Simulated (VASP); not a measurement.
Input of a VASP 6.6.1 run:

The input INCAR:

```
SYSTEM = Ca8CO
  PREC = Accurate
  ENCUT = 520
  EDIFF = 1E-7
  ISMEAR = 0
  SIGMA = 0.1
  LREAL = .FALSE.
  LASPH = .TRUE.
  NELM = 80
  ALGO = Normal
  ISIF = 2
  LWAVE = .FALSE.
  LCHARG = .FALSE.
  LDIPOL = .TRUE.
  IDIPOL = 3
  DIPOL = 0.5 0.5 0.290
  GGA = PE
  NBANDS = 56
```

The input KPOINTS:

```
Automatic mesh
0
G
  4 4 1
  0 0 0
```

POSCAR

```
Ca8CO
1.0
    7.8132359319      0.0000000000      0.0000000000
    0.0000000000      7.8132359319      0.0000000000
    0.0000000000      0.0000000000     20.6093934330
Ca C O
8 1 1
Direct
    0.2500000000      0.2500000000      0.1940862555
    0.2500000000      0.7500000000      0.1940862555
    0.7500000000      0.2500000000      0.1940862555
    0.7500000000      0.7500000000      0.1940862555
    0.0000000000      0.0000000000      0.3206981057
    0.0000000000      0.5000000000      0.3206981057
    0.5000000000      0.0000000000      0.3206981057
    0.5000000000      0.5000000000      0.3206981057
    0.1770468721      0.7500000000      0.4216229585
    0.3229531279      0.7500000000      0.4216229585
```

Potentials or basis: VASP PAW PBE potentials, release 64 (Ca_sv, C, O).

Command:

```bash
$ cat potpaw_PBE.64/Ca_sv/POTCAR potpaw_PBE.64/C/POTCAR potpaw_PBE.64/O/POTCAR > POTCAR
$ mpirun -np 1 vasp_std > vasp.out
```

(1) What does it give for the largest force?

(2) Estimate the band gap on the k mesh.

Results:

(1) 4.340 eV/Å.

(2) zero (bands 45 and 46 overlap by 0.11 eV).
